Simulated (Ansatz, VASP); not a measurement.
## One calculation of N, two programs

```
CELL_PARAMETERS angstrom
2.51947 0.00000 0.00000
-1.25974 2.18193 0.00000
0.00000 0.00000 2.44600
ATOMIC_POSITIONS crystal
N 0.66667 0.33333 0.25000
N 0.33333 0.66667 0.75000
```

Alike in both runs: task single point; functional PBEsol; k mesh 12 × 12 × 12; occupations fermi-dirac, width 0.0544 eV; no spin polarisation.

|  | VASP | Ansatz |
| --- | --- | --- |
| version | VASP 6.6.1 | Ansatz 0.2.0 |
| potentials or method | VASP PAW PBE potentials, release 64 (N), cutoff 600 eV | all-electron LAPW, scalar-relativistic |

|  | VASP | Ansatz | Ansatz less VASP |
| --- | --- | --- | --- |
| pressure (GPa) | -1.1 | -0.7 | +0.35 |
| traceless stress, the component that is largest in VASP (GPa) | -7.83 | -7.92 | -0.086 |

VASP's potentials were made for PBE, not for PBEsol. Ansatz ran all-electron here, and VASP with PAW potentials. Ansatz's warnings: optics on partly filled bands.
